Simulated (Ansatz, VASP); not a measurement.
**One calculation of Si2Mo, two programs**

INCAR

```
SYSTEM = Si2Mo
PREC = Accurate ; ENCUT = 600
EDIFF = 1E-7 ; ISMEAR = 0
SIGMA = 0.1 ; LREAL = .FALSE.
LASPH = .TRUE. ; NELM = 80
ALGO = Normal ; ISIF = 3
LWAVE = .FALSE. ; LCHARG = .FALSE.
GGA = PE ; IBRION = 2
NSW = 100 ; EDIFFG = -0.01
```

The input KPOINTS:

```
Automatic mesh
0
G
  14 14 10
  0 0 0
```

POSCAR

```
Si2Mo
1.0
    3.4869080984      0.0000000000      0.0000000000
    0.0000000000      3.4869080984      0.0000000000
    0.0000000000      0.0000000000      4.7531821630
Si Mo
2 1
Direct
    0.0000000000      0.0000000000      0.0000000000
    0.5000000000      0.5000000000      0.5000000000
    0.5000000000      0.5000000000      0.0000000000
```

Input for Ansatz:

```yaml
crystal:
  lattice:
    - [3.4869080984, 0.0, 0.0]
    - [0.0, 3.4869080984, 0.0]
    - [0.0, 0.0, 4.753182163]
  atoms:
    - { symbol: Si, position: [0.0, 0.0, 0.0] }
    - { symbol: Si, position: [0.5, 0.5, 0.5] }
    - { symbol: Mo, position: [0.5, 0.5, 0.0] }
basis:
  ecutwfc: 420
kpoints:
  mp_grid: { grid: [14, 14, 10] }
hamiltonian:
  xc: pbe
scf:
  occupations: { method: gaussian, width: 0.1 }
output:
  forces: true
  stress: true
  eigenvalues: true
relax:
  adjacent_minimum: "off"
  f_tol: 0.01
  max_steps: 80
  cell: { stress_tol: 0.05 }
```

Alike in both runs: task relaxation of cell and atoms; functional PBE; k mesh 14 × 14 × 10; occupations gaussian, width 0.1 eV; no spin polarisation.

|  | VASP | Ansatz |
| --- | --- | --- |
| version | VASP 6.6.1 | Ansatz 0.2.0 |
| potentials or method | VASP PAW PBE potentials, release 64 (Si, Mo_sv), cutoff 600 eV | scalar-relativistic, plane waves, PAW |
| valence electrons in the cell | 22 | 22 |

Ansatz gave:

```
gap on the k mesh at the Fermi level, each at its own relaxed structure (eV) : none
relaxed volume (Å³/atom)                                                     : 19.32
relaxed length of the cell vector where the two differ most in proportion (Å)              : 4.761
```

**Question.** Which values does VASP return?

**Answer.** gap on the k mesh at the Fermi level, each at its own relaxed structure (eV): none; relaxed volume (Å³/atom): 19.32; relaxed length of the cell vector where the two differ most in proportion (Å): 4.762.

A gap of «none» marks a metal or a gap that the smearing closes.
